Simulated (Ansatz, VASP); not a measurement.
**Na: VASP beside Ansatz**

```
CELL_PARAMETERS angstrom
-1.88657 1.88657 2.66761
1.88657 -1.88657 2.66761
1.88657 1.88657 -2.66761
ATOMIC_POSITIONS crystal
Na 0.00000 0.00000 0.00000
```

Alike in both runs: task single point; functional PBE; k mesh 18 × 18 × 18; occupations gaussian, width 0.15 eV; no spin polarisation.

```csv
,VASP,Ansatz
version,VASP 6.6.1,Ansatz 0.2.0
potentials or method,"VASP PAW PBE potentials, release 64 (Na_pv), cutoff 520 eV","scalar-relativistic, plane waves, PAW"
valence electrons in the cell,7,9
```

```tsv
	VASP	Ansatz	Ansatz less VASP
gap on the k mesh at the Fermi level (eV)	none	none	-
pressure (GPa)	-0.3	-0.2	+0.07
```

A gap of «none» marks a metal or a gap that the smearing closes. VASP's potentials hold 7 valence electrons a cell and Ansatz's 9, so a difference there can come from the potentials and not from the codes.
